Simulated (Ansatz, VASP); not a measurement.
Two plane-wave programs on CuO

```xyz
2
Lattice="0.0000 2.3273 2.4203 2.3273 0.0000 2.4203 2.3273 2.3273 0.0000" Properties=species:S:1:pos:R:3 pbc="T T T"
Cu    0.0000    0.0000    0.0000
O     1.1636    1.1636    1.2102
```

Alike in both runs: functional PBE; k mesh 8 × 8 × 8; occupations fermi-dirac, width 0.05 eV; no spin polarisation.

|  | VASP | Ansatz |
| --- | --- | --- |
| version | VASP 6.6.1 | Ansatz 0.2.0 |
| potentials or method | VASP PAW PBE potentials, release 64 (Cu, O) | Ansatz PAW |
| plane-wave cutoff (eV) | 520 | 420 |
| valence electrons in the cell | 17 | 25 |
| task | single point | band structure |

```tsv
	VASP	Ansatz	Ansatz less VASP
gap on the k mesh at the Fermi level (eV)	none	none	-
pressure (GPa)	-12.4	-12.9	-0.52
traceless stress, the component that is largest in VASP (GPa)	-0.96	-0.99	-0.026
```

A gap of «none» marks a metal or a gap that the smearing closes. VASP's potentials hold 17 valence electrons a cell and Ansatz's 25, so a difference there can come from the potentials and not from the codes.
